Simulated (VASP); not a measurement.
A run of VASP 6.6.1 is set up as follows.

File INCAR:

```
  PREC = Accurate
  ENCUT = 520
  EDIFF = 1E-6
  ISMEAR = -1
  SIGMA = 0.05
  LREAL = F
  LASPH = T
  NELM = 80
  ALGO = Normal
  ISIF = 2
  LWAVE = F
  LCHARG = F
  GGA = RE
  NBANDS = 64
```

File KPOINTS:

```
regular mesh
0
Gamma
  4 4 4
```

POSCAR

```
SnO2
1.0
    5.1752560000      0.0000000000      0.0000000000
    0.0000000000      5.1752560000      0.0000000000
    0.0000000000      0.0000000000      5.1752560000
Sn O
4 8
Direct
    0.0000000000      0.0000000000      0.0000000000
    0.5000000000      0.0000000000      0.5000000000
    0.5000000000      0.5000000000      0.0000000000
    0.0000000000      0.5000000000      0.5000000000
    0.6610980000      0.8389020000      0.1610980000
    0.8389020000      0.1610980000      0.6610980000
    0.1610980000      0.6610980000      0.8389020000
    0.3389020000      0.3389020000      0.3389020000
    0.6610980000      0.6610980000      0.6610980000
    0.8389020000      0.3389020000      0.1610980000
    0.1610980000      0.8389020000      0.3389020000
    0.3389020000      0.1610980000      0.8389020000
```

Potentials or basis: VASP PAW PBE potentials, release 64 (Sn_d, O).

Run with:

```sh
$ cat potpaw_PBE.64/Sn_d/POTCAR potpaw_PBE.64/O/POTCAR > POTCAR
$ mpirun -np 1 vasp_std > vasp.out
```

Task: What does it give for the largest force?

Result: 0.013 eV/Å.

Task: What does it give for the pressure?

Result: 3.1 GPa.

Task: Estimate the band gap on the k mesh.

Result: 0.61 eV, indirect (least direct gap 0.67 eV).

Forces in eV/Å, atoms in the order of the input:
```
Sn   0.000  0.000  0.000
Sn   0.000  0.000  0.000
Sn   0.000  0.000  0.000
Sn   0.000  0.000  0.000
O   -0.008  0.008 -0.008
O    0.008 -0.008 -0.008
O   -0.008 -0.008  0.008
O    0.008  0.008  0.008
O   -0.008 -0.008 -0.008
O    0.008  0.008 -0.008
O   -0.008  0.008  0.008
O    0.008 -0.008  0.008
```

Caveat: the PAW data sets were made with another functional, which shifts forces and pressure a little; spin-orbit coupling is left out, which moves the levels of the heavy elements. As with any semilocal functional, this revPBE gap is likely too small.
